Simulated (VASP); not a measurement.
Write the native input for VASP 6.6.1 that does the following.

* Task: single point
* Functional: LDA
* Potentials or basis: VASP PAW LDA potentials, release 64 (Cu_sv_GW, O)
* Cutoff: 700 eV
* k mesh: 9 × 9 × 5
* Occupations: fermi-dirac, width 0.05 eV
* Spin: no spin polarisation
* Dipole correction: no
* Second run: valence_matched
* Further INCAR settings: ALGO = Normal; EDIFF = 1e-06; NBANDS = 33

The structure of CuO lies in POSCAR:

```
CuO
1.0
    2.0145694616     -2.0220413157      0.0000000000
    2.0145694616      2.0220413157      0.0000000000
    0.0000000000      0.0000000000      5.0409387870
Cu O
2 2
Direct
    0.5000000000      0.0000000000      0.0000000000
    0.0000000000      0.5000000000      0.5000000000
    0.5000000000      0.5000000000      0.2500000000
    0.5000000000      0.5000000000      0.7500000000
```

One way to write it, as run:

INCAR

```
PREC = Accurate
ENCUT = 700
EDIFF = 1E-6
ISMEAR = -1
SIGMA = 0.05
LREAL = F
LASPH = T
NELM = 120
ALGO = Normal
ISIF = 2
LWAVE = F
LCHARG = T
GGA = CA
LELF = T
LVHAR = T
NBANDS = 33
GGA_COMPAT = F
```

KPOINTS

```
regular mesh
0
Gamma
  9 9 5
```

Potentials or basis: VASP PAW LDA potentials, release 64 (Cu_sv_GW, O).

Run with:

```console
$ cat potpaw_LDA.64/Cu_sv_GW/POTCAR potpaw_LDA.64/O/POTCAR > POTCAR
$ mpirun -np 1 vasp_std > vasp.out
```

Results of the run:

| Quantity | Value |
| --- | --- |
| Pressure | -2.2 GPa |
| Band gap on the k mesh | zero (band 25 reaches 6.22 eV, above the bottom of band 26 at 5.21 eV) |

Caveat: semilocal functionals often make such compounds metallic where correlation or magnetic order opens a gap, which also shifts bond lengths.

Wall time 3.9 min on 1 thread of Intel(R) Xeon(R) Platinum 8488C (Sapphire Rapids), with other jobs on the host, peak memory 0.27 GiB.
